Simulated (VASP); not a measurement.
Here is a VASP 6.6.1 calculation.

File INCAR:

```
SYSTEM = Sb
  PREC = Accurate
  ENCUT = 400
  EDIFF = 1E-6
  ISMEAR = 0
  SIGMA = 0.04
  LREAL = .False.
  LASPH = .True.
  NELM = 120
  ALGO = Normal
  ISIF = 2
  LWAVE = .False.
  LCHARG = .False.
  LDIPOL = .True.
  IDIPOL = 3
  DIPOL = 0.5 0.5 0.649
  GGA = PS
  IVDW = 12
  NBANDS = 24
  GGA_COMPAT = .False.
  NELMDL = -8
```

Contents of KPOINTS:

```
Automatic mesh
0
Gamma
  6 6 1
  0 0 0
```

Contents of POSCAR:

```
Sb
1.0
    6.9079793481      0.0000000000      0.0000000000
   -3.4539896741      5.9824856043      0.0000000000
    0.0000000000      0.0000000000     23.4700000000
Sb
6
Direct
    0.6666670000      0.6666670000      0.6134953919
    0.3512557143      0.9996123626      0.6135532023
    1.0185730744      0.3329281101      0.6132022314
    0.3458691177      0.3286446250      0.6850496640
    1.0069811828      0.6654352485      0.6813045079
    0.6842757775      1.0052256046      0.6850060149
```

Potentials or basis: VASP PAW PBE potentials, release 64 (Sb).

Command:

```sh
$ cat potpaw_PBE.64/Sb/POTCAR > POTCAR
$ mpirun -np 1 vasp_std > vasp.out
```

(1) Estimate the largest force.

(2) Estimate the band gap on the k mesh.

(3) Estimate the dispersion energy per atom.

Results:

(1) 0.203 eV/Å.

(2) 0.96 eV.

(3) -0.203 eV.

Caveat: the PAW data sets were made with another functional, which shifts forces and pressure a little; spin-orbit coupling is left out, which moves the levels of the heavy elements.
